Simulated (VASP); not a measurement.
MgO: single point with LDA

The system is MgO.

```
Mg O
1.0
     3.50381    0.00000    0.00000
    -1.75190    3.01929    0.00000
     0.00000    0.00000    4.17804
Mg O
2 2
Cartesian
  1.7519 1.0064 3.1335
  0.0000 2.0129 1.0445
  1.7519 1.0064 1.0445
  0.0000 2.0129 3.1335
```

This cell differs from its parent crystal: strain +0.0050 x Voigt [1, 0, 0, 0, 0, 0].

* Program: VASP 6.6.1
* Task: single point
* Functional: LDA
* Potentials or basis: VASP PAW LDA potentials, release 64 (Mg, O)
* Cutoff: 520 eV
* k mesh: 6 × 6 × 6
* Occupations: gaussian, width 0.05 eV
* Spin: no spin polarisation
* Dipole correction: no
* Further INCAR settings: ALGO = Normal; EDIFF = 1e-07; NBANDS = 16

| Item | Value |
| --- | --- |
| Pressure | -6.3 GPa |
| Largest force | 0.041 eV/Å |
| Band gap on the k mesh | 3.31 eV, direct |

Forces on the atoms (eV/Å):
```
Mg   0.000  0.035  0.000
Mg   0.000 -0.035  0.000
O    0.000  0.041  0.000
O    0.000 -0.041  0.000
```

Stress tensor (GPa, compression positive):
```
-6.87  0.00  0.00
 0.00 -6.02  0.00
 0.00  0.00 -6.12
```

Levels at points of the mesh, in eV from the valence-band top:
```tsv
k point	band 6	band 7	band 8	band 9	band 10	band 11
(0.00, 0.00, 0.00)	-0.80	-0.79	0.00	3.31	9.21	12.05
(0.50, 0.00, 0.00)	-1.98	-1.31	-0.51	6.81	8.88	9.67
(0.00, 0.50, 0.00)	-1.97	-1.32	-0.52	6.79	8.87	9.68
(0.00, 0.00, 0.50)	-1.30	-1.29	-1.29	6.32	6.32	12.54
(0.50, 0.00, 0.50)	-1.55	-0.82	-0.82	7.14	7.14	11.72
(0.00, 0.50, 0.50)	-1.56	-0.82	-0.82	7.13	7.13	11.74
```

It took 60 s on 1 thread of Intel Xeon 6975P-C (shared host), peak memory 0.17 GiB.

Caveat: the cell differs from its parent crystal (strain +0.0050 x Voigt [1, 0, 0, 0, 0, 0]).
